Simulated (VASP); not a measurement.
The system is In2SbSe3.

```xyz
12
Lattice="4.0885 0.0000 0.0000 0.0026 4.1585 0.0000 0.0180 0.1087 18.7994" Properties=species:S:1:pos:R:3 pbc="T T T"
In    2.0850    0.6252    6.2205
In    2.0206    0.1767   15.5783
In    0.0401    2.7327    3.2479
In    4.0540    2.2523   12.6562
Sb    4.0858    2.4293    0.2067
Sb    0.0163    2.4940    9.5653
Se    2.0390    0.1244   18.5390
Se    2.1122    0.6951    9.1687
Se    2.0818    0.6560    3.3641
Se    2.0077    0.1453   12.7597
Se    0.0430    2.7259    6.0776
Se    4.0639    2.2296   15.4121
```

```yaml
Program: VASP 6.6.1
Task: relaxation of cell and atoms
Functional: PBE
Potentials_or_basis: VASP PAW PBE potentials, release 64 (In_d, Sb, Se)
Cutoff: 600 eV
k_mesh: 4 × 4 × 1
Occupations: gaussian, width 0.1 eV
Spin: no spin polarisation
```

At the start: pressure -0.0 GPa; volume 26.64 Å³/atom.

Problem. Where does the relaxation end?

Solution. Over 8 steps the energy falls by 8.0 meV/atom and the volume is 26.54 Å³/atom (-0.4 %); space group P1 (No. 1, to 0.1 Å) before and after.

Step by step:
```tsv
step	energy change (eV)	largest force (eV/Å)	pressure (GPa)	volume (Å³)
1	0.0000	0.5333	-0.01	319.63
2	-0.0426	0.4007	-0.09	319.51
3	-0.0668	0.2824	-0.13	319.27
4	-0.0825	0.2153	0.10	317.90
5	-0.0875	0.1739	0.34	316.63
6	-0.0929	0.0748	-0.26	319.87
7	-0.0934	0.0895	-0.15	319.18
8	-0.0961	0.0325	-0.06	318.47
```

Final structure:
```
CELL_PARAMETERS angstrom
4.12491 0.00065 -0.00810
0.00326 4.17975 0.00576
-0.01864 0.13518 18.47156
ATOMIC_POSITIONS crystal
In 0.50832 0.14203 0.32942
In 0.49071 0.02030 0.82768
In 0.00827 0.65529 0.17211
In 0.98815 0.52020 0.67027
Sb 0.99882 0.58436 0.00780
Sb 0.00228 0.58476 0.50581
Se 0.49409 0.00010 0.98547
Se 0.51219 0.15727 0.48739
Se 0.50789 0.15506 0.18014
Se 0.48929 0.01848 0.67926
Se 0.00969 0.65215 0.32777
Se 0.99030 0.51001 0.82689
```

Caveat: the k points lie up to 0.38 Å⁻¹ apart in the final cell, too coarse for converged energies and pressures of a metal.
